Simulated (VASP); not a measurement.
Input of a VASP 6.6.1 run:

File INCAR:

```
PREC = Accurate
ENCUT = 520
EDIFF = 1E-6
ISMEAR = 0
SIGMA = 0.1
LREAL = F
LASPH = T
NELM = 150
ALGO = Normal
ISIF = 2
LWAVE = F
LCHARG = F
ISPIN = 2
MAGMOM = 0 0 0 1
LORBIT = 11
GGA = PE
NBANDS = 34
```

File KPOINTS:

```
regular mesh
0
Gamma
  6 6 6
```

File POSCAR:

```
InGa2O
1.0
    2.3439553500      1.3532832500      3.6252330300
   -2.3439553500      1.3532832500      3.6252330300
    0.0000000000     -2.7065665100      3.6252330300
In Ga O
1 2 1
Direct
    0.5000000000      0.5000000000      0.5000000000
    0.8209138500      0.8209138500      0.8209138500
    0.1790861500      0.1790861500      0.1790861500
    0.0000000000      0.0000000000      0.0000000000
```

Potentials or basis: VASP PAW PBE potentials, release 64 (In_d, Ga_d, O).

Run with:

```bash
$ cat potpaw_PBE.64/In_d/POTCAR potpaw_PBE.64/Ga_d/POTCAR potpaw_PBE.64/O/POTCAR > POTCAR
$ mpirun -np 1 vasp_std > vasp.out
```

Question: Predict the net moment.

Answer: 0.00 μB per cell.

Question: Predict the pressure.

Answer: 10.0 GPa.

Question: Predict the largest force.

Answer: 0.829 eV/Å.

Forces in eV/Å, atoms in the order of the input:
```
In   0.000  0.000  0.000
Ga   0.000  0.000  0.829
Ga   0.000  0.000 -0.829
O    0.000  0.000  0.000
```
